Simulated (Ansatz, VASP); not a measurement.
# MgO in VASP and in Ansatz

Contents of INCAR:

```
ALGO = Normal
EDIFF = 1E-6
ENCUT = 600
GGA = PE
GGA_COMPAT = F
ISIF = 2
ISMEAR = 0
LASPH = T
LCHARG = F
LREAL = F
LWAVE = F
NBANDS = 11
NELM = 120
PREC = Accurate
SIGMA = 0.02
```

Contents of KPOINTS:

```
k-points
0
Gamma
  12 12 12
```

Contents of POSCAR:

```
MgO
1.0
    0.0000000000      1.7552448645      1.7552448645
    1.7552448645      0.0000000000      1.7552448645
    1.7552448645      1.7552448645      0.0000000000
Mg O
1 1
Direct
    0.0000000000      0.0000000000      0.0000000000
    0.5000000000      0.5000000000      0.5000000000
```

Input for Ansatz:

```yaml
crystal:
  lattice:
    - [0.0, 1.7552448645, 1.7552448645]
    - [1.7552448645, 0.0, 1.7552448645]
    - [1.7552448645, 1.7552448645, 0.0]
  atoms:
    - { symbol: Mg, position: [0.0, 0.0, 0.0] }
    - { symbol: O, position: [0.5, 0.5, 0.5] }
basis:
  ecutwfc: 420
kpoints:
  mp_grid: { grid: [12, 12, 12] }
  band_path:
    path:
      - [[0.0, 0.0, 0.0], [0.5, 0.0, 0.5], [0.625, 0.25, 0.625]]
      - [[0.375, 0.375, 0.75], [0.0, 0.0, 0.0], [0.5, 0.5, 0.5], [0.5, 0.25, 0.75], [0.5, 0.0, 0.5]]
    npoints: 12
hamiltonian:
  xc: pbe
scf:
  occupations: { method: gaussian, width: 0.02 }
  n_extra_bands: 6
output:
  forces: true
  stress: true
  eigenvalues: true
```

Alike in both runs: task single point; functional PBE; k mesh 12 × 12 × 12; occupations gaussian, width 0.02 eV; no spin polarisation.

|  | VASP | Ansatz |
| --- | --- | --- |
| version | VASP 6.6.1 | Ansatz 0.2.0 |
| potentials or method | VASP PAW PBE potentials, release 64 (Mg, O), cutoff 600 eV | scalar-relativistic, plane waves, PAW |
| valence electrons in the cell | 8 | 16 |

```tsv
	VASP	Ansatz	Ansatz less VASP
gap on the k mesh at the Fermi level (eV)	9.01	9.08	+0.066
least direct gap on the mesh (eV)	11.25	11.29	+0.040
```

VASP's potentials hold 8 valence electrons a cell and Ansatz's 16, so a difference there can come from the potentials and not from the codes.
